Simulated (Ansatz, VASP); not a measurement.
## One calculation of Bi2Se3, two programs

```
Bi Se
1.0
     2.07150    1.19598    9.35442
    -2.07150    1.19598    9.35442
     0.00000   -2.39196    9.35442
Bi Se
2 3
Direct
  0.40080 0.40080 0.40080
  0.59920 0.59920 0.59920
  0.00000 0.00000 0.00000
  0.21170 0.21170 0.21170
  0.78830 0.78830 0.78830
```

Change from the starting cell: zz strain of -2 %, crystal datasets.

Alike in both runs: task electric field gradients; functional PBEsol; k mesh 6 × 6 × 6; occupations fermi-dirac, width 0.03 eV; no spin polarisation.

|  | VASP | Ansatz |
| --- | --- | --- |
| version | VASP 6.6.1 | Ansatz 0.2.0 |
| potentials or method | VASP PAW PBE potentials, release 64 (Bi_d, Se), cutoff 520 eV | all-electron PAW with datasets made for the crystal, scalar-relativistic |

```tsv
	VASP	Ansatz	Ansatz less VASP
pressure (GPa)	1.0	1.0	-0.04
traceless stress, the component that is largest in VASP (GPa)	0.52	0.52	+0.002
rms of the force components (eV/Å)	0.139	0.132	-0.0074
size of Vzz on the site where it differs most (V/Å²)	60.2	63.3	+3.11
```

VASP's potentials were made for PBE, not for PBEsol. Atom by atom the forces differ by 0.007 eV/Å (rms over components). Ansatz ran all-electron here, and VASP with PAW potentials.

Neither program's run includes spin-orbit coupling.
